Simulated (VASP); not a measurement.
# TaN: single point with PBE

Crystal: TaN.

```
Ta N
1.0
     5.19600    0.00000    0.00000
    -2.59800    4.49987    0.00000
     0.00000    0.00000    2.91100
Ta N
3 3
Direct
  0.33333 0.66667 0.50000
  0.66667 0.33333 0.53435
  0.00000 0.00000 0.00000
  0.39285 0.00000 0.00000
  0.60715 0.60715 0.00000
  0.00000 0.39285 0.00000
```

| Property | Result |
| --- | --- |
| Program | VASP 6.6.1 |
| Task | single point |
| Functional | PBE |
| Potentials or basis | VASP PAW PBE potentials, release 64 (Ta_pv, N) |
| Cutoff | 520 eV |
| k mesh | 6 × 6 × 8 |
| Occupations | gaussian, width 0.05 eV |
| Spin | no spin polarisation |

```yaml
Pressure: 6.6 GPa
Largest_force: 2.178 eV/Å
Band_gap_on_the_k_mesh: zero (band 24 reaches 10.19 eV, above the bottom of band 25 at 7.18 eV)
```

Forces on the atoms (eV/Å):
```
Ta   0.000  0.000  0.142
Ta   0.000  0.000 -2.178
Ta   0.000  0.000  0.097
N    0.013 -0.098  0.646
N   -0.091  0.038  0.646
N    0.078  0.060  0.646
```

Stress tensor (GPa, compression positive):
```
7.17 0.00 0.00
0.00 7.17 0.00
0.00 0.00 5.39
```

Levels at points of the mesh, in eV from the Fermi level:
```csv
k point,band 22,band 23,band 24,band 25,band 26,band 27
"(0.00, 0.00, 0.00)",-3.58,-1.98,-1.09,-1.09,0.42,0.42
"(0.50, 0.00, 0.00)",-4.00,-2.97,-2.75,1.00,1.55,1.80
"(0.00, 0.00, 0.50)",-3.00,-3.00,1.70,1.70,1.86,2.08
"(0.50, 0.00, 0.50)",-3.38,-2.08,-1.09,0.38,1.22,3.00
```

It took 110 s on 1 thread of Intel(R) Xeon(R) Platinum 8375C CPU @ 2.90GHz (Ice Lake), on a shared host, peak memory 0.25 GiB.

Caveat: spin-orbit coupling is left out, which moves the levels of the heavy elements; forces of over 1 eV/Å act on the atoms, so gaps and moduli don't describe the material at rest.
